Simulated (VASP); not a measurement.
Write the native input for VASP 6.6.1 that does the following.

```
Task                   : relaxation of cell and atoms
Functional             : PBEsol
Potentials or basis    : VASP PAW PBE potentials, release 64 (Ta_pv)
Cutoff                 : 600 eV
k mesh                 : 17 × 17 × 17
Occupations            : fermi-dirac, width 0.08 eV
Spin                   : no spin polarisation
Target pressure        : 58 GPa
Dipole correction      : no
Further INCAR settings : ALGO = Normal; EDIFF = 1e-06; IBRION = 2; EDIFFG = -0.005; NSW = 32; ISIF = 3
```

The structure of Ta lies in POSCAR:

```
Ta
1.0
    0.0000000000      1.9536935156      1.9536935156
    1.9536935156      0.0000000000      1.9536935156
    1.9536935156      1.9536935156      0.0000000000
Ta
1
Direct
    0.0000000000      0.0000000000      0.0000000000
```

One way to write it, as run:

INCAR

```
PREC = Accurate ; ENCUT = 600
EDIFF = 1E-6 ; ISMEAR = -1
SIGMA = 0.08 ; LREAL = F
LASPH = T ; NELM = 100
ALGO = Normal ; ISIF = 3
LWAVE = F ; LCHARG = F
GGA = PS ; IBRION = 2
NSW = 32 ; EDIFFG = -0.005
PSTRESS = 580.0
```

KPOINTS

```
Automatic mesh
0
Gamma
  17 17 17
```

Potentials or basis: VASP PAW PBE potentials, release 64 (Ta_pv).

Command:

```console
$ cat potpaw_PBE.64/Ta_pv/POTCAR > POTCAR
$ mpirun -np 1 vasp_std > vasp.out
```

It gave:

The relaxed volume is 14.94 Å³/atom and the relaxed cell is a = 2.765 Å, b = 2.765 Å, c = 2.765 Å, α = 60.00°, β = 60.00°, γ = 60.00°. The space group after relaxing (to 0.05 Å) is Fm-3m (No. 225), the energy change on relaxing (the enthalpy is what falls) is -11.0 meV/atom and the ionic steps are 3. The pressure after relaxing is 58.0 GPa.

Caveat: the cell is relaxed towards a set pressure, so the enthalpy falls and the energy may rise; the PAW data sets were made with another functional, which shifts forces and pressure a little.

Wall time 16 s on 1 thread of Intel(R) Xeon(R) 6975P-C (Granite Rapids) (shared host), peak memory 0.16 GiB.
